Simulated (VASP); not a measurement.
A run of VASP 6.6.1 is set up as follows.

File INCAR:

```
SYSTEM = As
  PREC = Accurate
  ENCUT = 600
  EDIFF = 1E-6
  ISMEAR = -1
  SIGMA = 0.08
  LREAL = .False.
  LASPH = .True.
  NELM = 60
  ALGO = Normal
  ISIF = 3
  LWAVE = .False.
  LCHARG = .False.
  GGA = PE
  IBRION = 2
  NSW = 60
  EDIFFG = -0.005
  PSTRESS = 2200.0
```

Contents of KPOINTS:

```
Automatic mesh
0
Gamma
  17 17 17
  0 0 0
```

File POSCAR:

```
As
1.0
    2.1648991723      0.0000000000      0.0000000000
    0.0000000000      2.1648991723      0.0000000000
    0.0000000000      0.0000000000      2.1648991723
As
1
Direct
    0.0000000000      0.0000000000      0.0000000000
```

Potentials or basis: VASP PAW PBE potentials, release 64 (As).

Command:

```bash
$ cat potpaw_PBE.64/As/POTCAR > POTCAR
$ mpirun -np 1 vasp_std > vasp.out
```

Q: What does it give for the space group after relaxing (to 0.05 Å)?

A: Pm-3m (No. 221).

Q: Estimate the relaxed cell.

A: a = 2.199 Å, b = 2.199 Å, c = 2.199 Å, α = 90.00°, β = 90.00°, γ = 90.00°.

Q: Estimate the relaxed volume.

A: 10.63 Å³/atom.

Final structure:
```xyz
1
Lattice="2.1988 0.0000 0.0000 0.0000 2.1988 0.0000 0.0000 0.0000 2.1988" Properties=species:S:1:pos:R:3 pbc="T T T"
As    0.0000    2.1988    0.0000
```

Caveat: the cell is relaxed towards a set pressure, so the enthalpy falls and the energy may rise.
